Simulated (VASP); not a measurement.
NaI, 2 atoms in the cell. Symmetry: R-3m, No. 166, trigonal system. Conventional cell: a = 4.796 Å, b = 4.796 Å, c = 10.741 Å, α = 90.00°, β = 90.00°, γ = 120.00°. Within 4.3 Å of Na (site symmetry -3m) lie 6 I at 3.30 Å. I (site symmetry -3m) has 6 Na at 3.30 Å within 4.3 Å.  This cell differs from its parent crystal: epitaxial 111 strain +5.0%.

```yaml
Program: VASP 6.6.1
Task: single point
Functional: HSE06
Potentials_or_basis: VASP PAW PBE potentials, release 64 (Na_pv, I)
Cutoff: 520 eV
k_mesh: 4 × 4 × 4
Occupations: gaussian, width 0.01 eV
Spin: no spin polarisation
Dipole_correction: no
Grid_for_exact_exchange_PRECFOCK: Normal
Further_INCAR_settings: ALGO = Normal; EDIFF = 1e-07; NBANDS = 14
Share_of_exact_exchange: 0.25
Screening_parameter: 0.2079 1/Å
```

Potentials or basis: VASP PAW PBE potentials, release 64 (Na_pv, I).

Run with:

```console
$ cat potpaw_PBE.64/Na_pv/POTCAR potpaw_PBE.64/I/POTCAR > POTCAR
$ cp INCAR.step1 INCAR
$ mpirun -np 1 vasp_std > vasp.out
$ cp INCAR.step2 INCAR
$ mpirun -np 1 vasp_std > vasp.out
```

Hardware: 1 thread of Intel Xeon 8259CL, with other jobs on the host.

Question: Estimate the wall time of this run.

Answer: It took 24 min on 1 thread of Intel Xeon 8259CL (shared host), peak memory 0.32 GiB. Counts: k points 13.
